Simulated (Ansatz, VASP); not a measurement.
**One calculation of LiBe4, two programs**

INCAR

```
  PREC = Accurate
  ENCUT = 600
  EDIFF = 1E-7
  ISMEAR = 0
  SIGMA = 0.1
  LREAL = F
  LASPH = T
  NELM = 80
  ALGO = Normal
  ISIF = 3
  LWAVE = F
  LCHARG = F
  GGA = PE
  IBRION = 2
  NSW = 80
  EDIFFG = -0.001
```

KPOINTS

```
regular mesh
0
Gamma
  12 12 12
```

POSCAR

```
LiBe4
1.0
    1.8272118939      1.0549412788      3.7370843112
   -1.8272118939      1.0549412788      3.7370843112
    0.0000000000     -2.1098825577      3.7370843112
Li Be
1 4
Direct
    0.5000000000      0.5000000000      0.5000000000
    0.9062494663      0.9062494663      0.9062494663
    0.0937505337      0.0937505337      0.0937505337
    0.7011731271      0.7011731271      0.7011731271
    0.2988268729      0.2988268729      0.2988268729
```

Input for Ansatz:

```yaml
crystal:
  lattice:
    - [1.8272118939, 1.0549412788, 3.7370843112]
    - [-1.8272118939, 1.0549412788, 3.7370843112]
    - [0.0, -2.1098825577, 3.7370843112]
  atoms:
    - { symbol: Li, position: [0.5, 0.5, 0.5] }
    - { symbol: Be, position: [0.9062494663, 0.9062494663, 0.9062494663] }
    - { symbol: Be, position: [0.0937505337, 0.0937505337, 0.0937505337] }
    - { symbol: Be, position: [0.7011731271, 0.7011731271, 0.7011731271] }
    - { symbol: Be, position: [0.2988268729, 0.2988268729, 0.2988268729] }
basis:
  ecutwfc: 420
kpoints:
  mp_grid: { grid: [12, 12, 12] }
hamiltonian:
  xc: pbe
scf:
  occupations: { method: gaussian, width: 0.1 }
output:
  forces: true
  stress: true
  eigenvalues: true
relax:
  adjacent_minimum: "off"
  f_tol: 0.001
  max_steps: 60
  cell: { stress_tol: 0.01 }
```

Alike in both runs: task relaxation of cell and atoms; functional PBE; k mesh 12 × 12 × 12; occupations gaussian, width 0.1 eV; no spin polarisation.

|  | VASP | Ansatz |
| --- | --- | --- |
| version | VASP 6.6.1 | Ansatz 0.2.0 |
| potentials or method | VASP PAW PBE potentials, release 64 (Li_sv, Be), cutoff 600 eV | scalar-relativistic, plane waves, PAW |
| valence electrons in the cell | 11 | 11 |

```csv
,VASP,Ansatz,Ansatz less VASP
"gap on the k mesh at the Fermi level, each at its own relaxed structure (eV)",none,none,-
relaxed volume (Å³/atom),8.65,8.64,-0.009
relaxed cell length with the largest relative difference (Å),4.293,4.292,-0.0014
```

A gap of «none» marks a metal or a gap that the smearing closes.

Noted on VASP's run: the cutoff is short for stress, so the pressure is rough.
